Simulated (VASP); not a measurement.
# Bi3S (Pm-3m) in VASP: further runs

Bi3S is run at these levels: PBE; tasks: single point, relaxation of cell and atoms.

Everything below comes from runs of VASP 6.6.1. Logs are shortened: lines on timing, memory, paths and dates and some standing lists are left out, and cuts for length are marked.

## (1) The cell of the first run

It takes space group Pm-3m (No. 221, cubic). Conventional cell: a = 4.821 Å, b = 4.821 Å, c = 4.821 Å, α = 90.00°, β = 90.00°, γ = 90.00°. Bi (site symmetry 4/mmm) has 8 Bi at 3.41 Å and 4 S at 3.41 Å within 4.5 Å. S (site symmetry m-3m) has 12 Bi at 3.41 Å within 4.5 Å.

## (2) Single point, PBE

File INCAR:

```
PREC = Accurate ; ENCUT = 520
EDIFF = 1E-7 ; ISMEAR = 0
SIGMA = 0.1 ; LREAL = False
LASPH = True ; NELM = 100
ALGO = Normal ; ISIF = 2
LWAVE = False ; LCHARG = True
GGA = PE ; LELF = True
LVHAR = True ; NBANDS = 34
```

File KPOINTS:

```
Automatic mesh
0
Gamma
  4 4 4
```

File POSCAR:

```
Bi3S
1.0
    4.8212032200      0.0000000000      0.0000000000
    0.0000000000      4.8212032200      0.0000000000
    0.0000000000      0.0000000000      4.8212032200
Bi S
3 1
Direct
    0.5000000000      0.0000000000      0.5000000000
    0.0000000000      0.5000000000      0.5000000000
    0.5000000000      0.5000000000      0.0000000000
    0.0000000000      0.0000000000      0.0000000000
```

Potentials or basis: VASP PAW PBE potentials, release 64 (Bi_d, S).

The run is started by

```
$ cat potpaw_PBE.64/Bi_d/POTCAR potpaw_PBE.64/S/POTCAR > POTCAR
$ mpirun -np 1 vasp_std > vasp.out
```

OUTCAR:

```text
PREC = Accurate
   ENCUT = 520
   EDIFF = 1E-7
   ISMEAR = 0
   LREAL = False
   LASPH = True
   NELM = 100
   ISIF = 2
   GGA = PE

 ion  position               nearest neighbor table
   1  0.500  0.000  0.500-   2 3.41   3 3.41   3 3.41   2 3.41   3 3.41   3 3.41   2 3.41   2 3.41

   2  0.000  0.500  0.500-   1 3.41   3 3.41   3 3.41   1 3.41   1 3.41   3 3.41   3 3.41   1 3.41

   3  0.500  0.500  0.000-   1 3.41   2 3.41   1 3.41   2 3.41   1 3.41   1 3.41   2 3.41   2 3.41

   4  0.000  0.000  0.000-

  LATTYP: Found a simple cubic cell.
 ALAT       =     4.8212032200

  Lattice vectors:

 A1 = (   4.8212032200,   0.0000000000,   0.0000000000)
 A2 = (   0.0000000000,   4.8212032200,   0.0000000000)
 A3 = (   0.0000000000,   0.0000000000,   4.8212032200)

Analysis of symmetry for initial positions (statically):
=====================================================================
 Subroutine PRICEL returns:
 Original cell was already a primitive cell.

 Routine SETGRP: Setting up the symmetry group for a
 simple cubic supercell.

 Subroutine GETGRP returns: Found 48 space group operations
 (whereof 48 operations were pure point group operations)
 out of a pool of 48 trial point group operations.

The static configuration has the point symmetry O_h .

Analysis of symmetry for dynamics (positions and initial velocities):
=====================================================================
 Subroutine PRICEL returns:
 Original cell was already a primitive cell.

 Routine SETGRP: Setting up the symmetry group for a
 simple cubic supercell.

 Subroutine GETGRP returns: Found 48 space group operations
 (whereof 48 operations were pure point group operations)
 out of a pool of 48 trial point group operations.

The dynamic configuration has the point symmetry O_h .

 Subroutine INISYM returns: Found 48 space group operations
 (whereof 48 operations are pure point group operations),
 and found     1 'primitive' translations

----------------------------------------------------------------------------------------

                                     Primitive cell

  volume of cell :     112.0641

  direct lattice vectors                    reciprocal lattice vectors
     4.821203220  0.000000000  0.000000000     0.207417102  0.000000000  0.000000000
     0.000000000  4.821203220  0.000000000     0.000000000  0.207417102  0.000000000
     0.000000000  0.000000000  4.821203220     0.000000000  0.000000000  0.207417102

  length of vectors
     4.821203220  4.821203220  4.821203220     0.207417102  0.207417102  0.207417102

  position of ions in fractional coordinates (direct lattice)
     0.500000000  0.000000000  0.500000000
     0.000000000  0.500000000  0.500000000
     0.500000000  0.500000000  0.000000000
     0.000000000  0.000000000  0.000000000

  ion indices of the primitive-cell ions
   primitive index   ion index
                 1           1
                 2           2
                 3           3
                 4           4

----------------------------------------------------------------------------------------

 KPOINTS: Automatic mesh

Automatic generation of k-mesh.
 Grid dimensions read from file:
 generate k-points for:    4    4    4

 Generating k-lattice:

  Cartesian coordinates                     Fractional coordinates (reciprocal lattice)
     0.051854275  0.000000000  0.000000000     0.250000000  0.000000000  0.000000000
     0.000000000  0.051854275  0.000000000     0.000000000  0.250000000  0.000000000
     0.000000000  0.000000000  0.051854275     0.000000000  0.000000000  0.250000000

  Length of vectors
     0.051854275  0.051854275  0.051854275

  Shift w.r.t. Gamma in fractional coordinates (k-lattice)
     0.000000000  0.000000000  0.000000000

 Subroutine IBZKPT returns following result:
 ===========================================

 Found     10 irreducible k-points:

 Following reciprocal coordinates:
            Coordinates               Weight
  0.000000  0.000000  0.000000      1.000000
  0.250000  0.000000  0.000000      6.000000
  0.500000  0.000000  0.000000      3.000000
  0.250000  0.250000  0.000000     12.000000
  0.500000  0.250000  0.000000     12.000000
  0.500000  0.500000  0.000000      3.000000
  0.250000  0.250000  0.250000      8.000000
  0.500000  0.250000  0.250000     12.000000
  0.500000  0.500000  0.250000      6.000000
  0.500000  0.500000  0.500000      1.000000
   k-points           NKPTS =     10   k-points in BZ     NKDIM =     10   number of bands    NBANDS=     34
   number of dos      NEDOS =    301   number of ions     NIONS =      4
   total plane-waves  NPLWV =  46656
   dimension x,y,z NGX =    36 NGY =   36 NGZ =   36
   dimension x,y,z NGXF=    72 NGYF=   72 NGZF=   72
   ions per type =               3   1
   NGX,Y,Z   is equivalent  to a cutoff of  12.41, 12.41, 12.41 a.u.
   NGXF,Y,Z  is equivalent  to a cutoff of  24.83, 24.83, 24.83 a.u.
 SYSTEM =  unknown system
   PREC   = accura    normal or accurate (medium, high low for compatibility)
   ISTART =      0    job   : 0-new  1-cont  2-samecut
   ICHARG =      2    charge: 1-file 2-atom 10-const
   ISPIN  =      1    spin polarized calculation?
   LNONCOLLINEAR =      F non collinear calculations
   LSORBIT =      F    spin-orbit coupling
   LASPH  =      T    aspherical Exc in radial PAW
   ENCUT  =  520.0 eV  38.22 Ry    6.18 a.u.   8.96  8.96  8.96*2*pi/ulx,y,z
   NELM   =    100;   NELMIN=  2; NELMDL= -5     # of ELM steps
   EDIFF  = 0.1E-06   stopping-criterion for ELM
   LREAL  =      F    real-space projection
   EDIFFG = 0.1E-05   stopping-criterion for IOM
   NSW    =      0    number of steps for IOM
   IBRION =     -1    ionic relax: 0-MD 1-quasi-New 2-CG
   NFREE  =      0    steps in history (QN), initial steepest desc. (CG)
   ISIF   =      2    stress and relaxation
   ISYM   =      2    0-nonsym 1-usesym 2-fastsym
   POTIM  = 0.5000    time-step for ionic-motion
   TEBEG  =    0.0;   TEEND  =   0.0 temperature during run
   PSTRESS=    0.0 pullay stress
   NELECT =      51.0000    total number of electrons
   NUPDOWN=      -1.0000    fix difference up-down
   EMIN   =  10.00;   EMAX   =-10.00  energy-range for DOS
   EFERMI =   0.00;   METHOD = LEGACY
   ISMEAR =     0;   SIGMA  =   0.10  broadening in eV -4-tet -1-fermi 0-gaus
   EFERMI_NEDOS =   21; number of points for ismear=-14 and -15
   IALGO  =     38    algorithm
   IMIX   =      4    mixing-type and parameters
     AMIX     =   0.40;   BMIX     =  1.00
     AMIX_MAG =   1.60;   BMIX_MAG =  1.00
  volume/ion in A,a.u.               =      28.02       189.06
  Fermi-wavevector in a.u.,A,eV,Ry     =   1.259243  2.379624 21.574653  1.585692
  Thomas-Fermi vector in A             =   2.392812
   LORBIT       =      0    0 simple, 1 ext, 2 COOP (PROOUT), +10 PAW based schemes
   GGA     = PE    functional components
   LHFCALC =     F    Hartree Fock is set to
   AEXX    =    0.0000 exact exchange contribution
   IVDW    =     0    specifies the selected vdW correction
   LEPSILON=     F    determine dielectric tensor
   LRPA    =     F    only Hartree local field effects (RPA)
 non-spin polarized calculation
 Gauss-broadening in eV      SIGMA  =   0.10
  energy-cutoff  :      520.00
  volume of cell :      112.06
 maximum number of plane-waves:      3031
 NGX is ok and might be reduce to    36
   NGX = 17   NGY = 17   NGZ = 17

 number of electron      51.0000032 magnetization

 Free energy of the ion-electron system (eV)
  ---------------------------------------------------
  ext. energy  EPLUGINS =         0.00000000
  ---------------------------------------------------
  free energy    TOTEN  =       -14.32225969 eV

  energy without entropy =      -14.28479674  energy(sigma->0) =      -14.30352822

 E-fermi :   7.5542     XC(G=0): -10.2826

 val. band max:        7.5086156653   @ k =   0.5000   0.2500   0.2500
 cond. band min:       7.5731544135   @ k =   0.2500   0.2500   0.0000
 fundamental gap:      0.0645387482
 Fermi energy:         7.5541990634

 k-point     1 :       0.0000    0.0000    0.0000
  band No.  band energies     occupation
      1     -15.6929      2.00000
      2     -15.6929      2.00000
      3     -15.6929      2.00000
      4     -15.6489      2.00000
      5     -15.6170      2.00000
      6     -15.6170      2.00000
[... 26 lines left out ...]
     33      12.3107      0.00000
     34      12.3107      0.00000

 k-point     2 :       0.2500    0.0000    0.0000
  band No.  band energies     occupation
      1     -15.6883      2.00000
      2     -15.6538      2.00000
      3     -15.6538      2.00000
      4     -15.6257      2.00000
      5     -15.6146      2.00000
      6     -15.5963      2.00000
[... 26 lines left out ...]
     33      13.4500      0.00000
     34      13.5005      0.00000

 k-point     3 :       0.5000    0.0000    0.0000
  band No.  band energies     occupation
      1     -15.6834      2.00000
      2     -15.6133      2.00000
      3     -15.5883      2.00000
      4     -15.5742      2.00000
      5     -15.5742      2.00000
      6     -15.5638      2.00000
[... 26 lines left out ...]
     33      14.4526      0.00000
     34      14.7759      0.00000

 k-point     4 :       0.2500    0.2500    0.0000
  band No.  band energies     occupation
      1     -15.6583      2.00000
      2     -15.6485      2.00000
      3     -15.6408      2.00000
      4     -15.6056      2.00000
      5     -15.6013      2.00000
      6     -15.5733      2.00000
[... 26 lines left out ...]
     33      14.0666      0.00000
     34      14.7820      0.00000

 k-point     5 :       0.5000    0.2500    0.0000
  band No.  band energies     occupation
      1     -15.6470      2.00000
      2     -15.6199      2.00000
      3     -15.6096      2.00000
      4     -15.5767      2.00000
      5     -15.5745      2.00000
      6     -15.5516      2.00000
[... 26 lines left out ...]
     33      15.1511      0.00000
     34      15.4905      0.00000

 k-point     6 :       0.5000    0.5000    0.0000
  band No.  band energies     occupation
      1     -15.6290      2.00000
      2     -15.6290      2.00000
      3     -15.5816      2.00000
      4     -15.5793      2.00000
      5     -15.5569      2.00000
      6     -15.5492      2.00000
[... 26 lines left out ...]
     33      14.8041      0.00000
     34      15.5943      0.00000

 k-point     7 :       0.2500    0.2500    0.2500
  band No.  band energies     occupation
      1     -15.6519      2.00000
      2     -15.6415      2.00000
      3     -15.6415      2.00000
      4     -15.5822      2.00000
      5     -15.5722      2.00000
      6     -15.5722      2.00000
[... 26 lines left out ...]
     33      13.8129      0.00000
     34      13.8129      0.00000

 k-point     8 :       0.5000    0.2500    0.2500
  band No.  band energies     occupation
      1     -15.6407      2.00000
      2     -15.6204      2.00000
      3     -15.6133      2.00000
      4     -15.6008      2.00000
      5     -15.5934      2.00000
      6     -15.5819      2.00000
[... 26 lines left out ...]
     33      14.9321      0.00000
     34      15.5445      0.00000

 k-point     9 :       0.5000    0.5000    0.2500
  band No.  band energies     occupation
      1     -15.6285      2.00000
      2     -15.6285      2.00000
      3     -15.6051      2.00000
      4     -15.6042      2.00000
      5     -15.6024      2.00000
      6     -15.5984      2.00000
[... 26 lines left out ...]
     33      15.2775      0.00000
     34      15.8424      0.00000

 k-point    10 :       0.5000    0.5000    0.5000
  band No.  band energies     occupation
      1     -15.6303      2.00000
      2     -15.6303      2.00000
      3     -15.6303      2.00000
      4     -15.6206      2.00000
      5     -15.6206      2.00000
      6     -15.6206      2.00000
[... 26 lines left out ...]
     33      15.6653      0.00000
     34      15.6653      0.00000

------------------------ aborting loop because EDIFF is reached ----------------------------------------

  FORCE on cell =-STRESS in cart. coord.  units (eV):
  Direction    XX          YY          ZZ          XY          YZ          ZX
  --------------------------------------------------------------------------------------
  -------------------------------------------------------------------------------------
  Total        0.1292265      0.1292265      0.1292265      0.0000000     -0.0000000      0.0000000
  in kB        1.8475480      1.8475480      1.8475480      0.0000000     -0.0000000      0.0000000
  external PRESSURE =       1.8475480 kB  Pullay stress =       0.0000000 kB

 VOLUME and BASIS-vectors are now :
 -----------------------------------------------------------------------------
  energy-cutoff  :      520.00
  volume of cell :      112.06
      direct lattice vectors                 reciprocal lattice vectors
     4.821203220  0.000000000  0.000000000     0.207417102  0.000000000  0.000000000
     0.000000000  4.821203220  0.000000000     0.000000000  0.207417102  0.000000000
     0.000000000  0.000000000  4.821203220     0.000000000  0.000000000  0.207417102

 POSITION                                       TOTAL-FORCE (eV/Angst)
 -----------------------------------------------------------------------------------
      2.41060      0.00000      2.41060         0.000000      0.000000      0.000000
      0.00000      2.41060      2.41060         0.000000      0.000000      0.000000
      2.41060      2.41060      0.00000         0.000000      0.000000      0.000000
      0.00000      0.00000      0.00000         0.000000      0.000000      0.000000
 -----------------------------------------------------------------------------------
    total drift:                                0.000000      0.000000      0.000000

  FREE ENERGIE OF THE ION-ELECTRON SYSTEM (eV)
  ---------------------------------------------------
  free  energy   TOTEN  =       -14.3222596923 eV

  energy  without entropy=      -14.2847967384  energy(sigma->0) =      -14.30352822
```

Run time: 20 s. Hardware: 1 thread of Intel Xeon 6975P-C (Granite Rapids), shared host; peak memory 0.2 GiB.

Results:

```
Free energy : -14.3223 eV
Pressure    : 0.2 GPa
```

Caveat: spin-orbit coupling is left out, which moves the levels of the heavy elements.

## (3) Single point, PBE

This run uses another cell than the first one, of 27.94 Å³/atom, 0.997 times its volume.

File INCAR:

```
  PREC = Accurate
  ENCUT = 520
  EDIFF = 1E-7
  ISMEAR = 0
  SIGMA = 0.1
  LREAL = False
  LASPH = True
  NELM = 60
  ALGO = Normal
  ISIF = 2
  LWAVE = False
  LCHARG = False
  GGA = PE
  NBANDS = 34
```

File KPOINTS:

```
Automatic mesh
0
Gamma
  10 10 10
```

File POSCAR:

```
Bi3S
1.0
    4.8169404133      0.0000000000      0.0000000000
    0.0000000000      4.8169404133      0.0000000000
    0.0000000000      0.0000000000      4.8169404133
Bi S
3 1
Direct
    0.5000000000      0.0000000000      0.5000000000
    0.0000000000      0.5000000000      0.5000000000
    0.5000000000      0.5000000000      0.0000000000
    0.0000000000      0.0000000000      0.0000000000
```

Potentials or basis: VASP PAW PBE potentials, release 64 (Bi_d, S).

The run is started by

```
$ cat potpaw_PBE.64/Bi_d/POTCAR potpaw_PBE.64/S/POTCAR > POTCAR
$ mpirun -np 1 vasp_std > vasp.out
```

It took 72 s on 1 thread of Intel Xeon 6975P-C (Granite Rapids), shared host; peak memory 0.29 GiB.

It converged, with:

```
Free energy : -14.4557 eV
Pressure    : -0.1 GPa
```

Levels at points of the mesh, in eV from the Fermi level:
| k point | band 23 | band 24 | band 25 | band 26 | band 27 | band 28 |
| --- | --- | --- | --- | --- | --- | --- |
| (0.00, 0.00, 0.00) | -1.01 | -1.01 | -1.01 | 0.98 | 0.98 | 0.98 |
| (0.50, 0.00, 0.00) | -2.80 | -2.19 | -0.79 | -0.26 | -0.07 | 0.96 |
| (0.50, 0.50, 0.00) | -2.82 | -2.48 | -1.04 | -0.82 | -0.82 | 1.65 |
| (0.50, 0.50, 0.50) | -5.35 | 0.68 | 0.68 | 0.68 | 3.99 | 3.99 |

Caveat: spin-orbit coupling is left out, which moves the levels of the heavy elements.

## (4) Relaxation of cell and atoms, PBE

File INCAR:

```
SYSTEM = Bi3S
ALGO = Normal ; EDIFF = 1E-6
EDIFFG = -0.01 ; ENCUT = 600
GGA = PE ; IBRION = 2
ISIF = 3 ; ISMEAR = 0
LASPH = .TRUE. ; LCHARG = .FALSE.
LREAL = .FALSE. ; LWAVE = .FALSE.
NELM = 100 ; NSW = 100
PREC = Accurate ; SIGMA = 0.1
```

File KPOINTS:

```
k-points
0
G
  10 10 10
  0 0 0
```

File POSCAR:

```
Bi3S
1.0
    4.8212032200      0.0000000000      0.0000000000
    0.0000000000      4.8212032200      0.0000000000
    0.0000000000      0.0000000000      4.8212032200
Bi S
3 1
Direct
    0.5000000000      0.0000000000      0.5000000000
    0.0000000000      0.5000000000      0.5000000000
    0.5000000000      0.5000000000      0.0000000000
    0.0000000000      0.0000000000      0.0000000000
```

The run is started by

```
$ cat potpaw_PBE.64/Bi_d/POTCAR potpaw_PBE.64/S/POTCAR > POTCAR
$ mpirun -np 1 vasp_std > vasp.out
```

Run time: 2.5 min. Hardware: 1 thread of Intel Xeon 6975P-C (Granite Rapids), shared host; peak memory 0.36 GiB.

It converged, with:

```yaml
Free_energy: -14.4557 eV
Relaxed_volume: 27.91 Å³/atom
Relaxed_cell: a = 4.815 Å, b = 4.815 Å, c = 4.815 Å, α = 90.00°, β = 90.00°, γ = 90.00°
Space_group_after_relaxing_to_0.05_Å: Pm-3m (No. 221)
Energy_gained_by_relaxing: 0.0 meV/atom
Ionic_steps: 2
Pressure_after_relaxing: 0.1 GPa
```

Step by step:
```
step  energy change (eV)  largest force (eV/Å)  pressure (GPa)  volume (Å³)
   1              0.0000                0.0000           -0.15       112.06
   2             -0.0001                0.0000            0.05       111.63
```

Final structure:
```xyz
4
Lattice="4.8150 0.0000 0.0000 0.0000 4.8150 0.0000 0.0000 0.0000 4.8150" Properties=species:S:1:pos:R:3 pbc="T T T"
Bi    2.4075    0.0000    2.4075
Bi    0.0000    2.4075    2.4075
Bi    2.4075    2.4075    0.0000
S     0.0000    0.0000    0.0000
```

Levels at points of the mesh, in eV from the Fermi level:
```
           k point  band 23  band 24  band 25  band 26  band 27  band 28
(0.00, 0.00, 0.00)    -1.01    -1.01    -1.01     0.98     0.98     0.98
(0.50, 0.00, 0.00)    -2.81    -2.19    -0.79    -0.25    -0.07     0.96
(0.50, 0.50, 0.00)    -2.82    -2.48    -1.04    -0.82    -0.82     1.65
(0.50, 0.50, 0.50)    -5.36     0.68     0.68     0.68     4.00     4.00
```

Caveat: spin-orbit coupling is left out, which moves the levels of the heavy elements.

## (5) The runs side by side

```tsv
task	cell	k mesh	cutoff (eV)	gap on the mesh (eV)	pressure (GPa)
single point	a = 4.821 Å, 4 atoms	4 × 4 × 4	520	none	0.2
single point	a = 4.817 Å, 4 atoms	10 × 10 × 10	520	none	-0.1
relaxation of cell and atoms	relaxed from a = 4.821 Å, 4 atoms	10 × 10 × 10	600	none	0.1
```

Alike in all rows: level PBE; potentials or basis VASP PAW PBE potentials, release 64 (Bi_d, S); no spin polarisation; smearing gaussian 0.1 eV.

Caveats: spin-orbit coupling is left out, which moves the levels of the heavy elements.

Absolute energies hang on the potentials; compare differences alone.
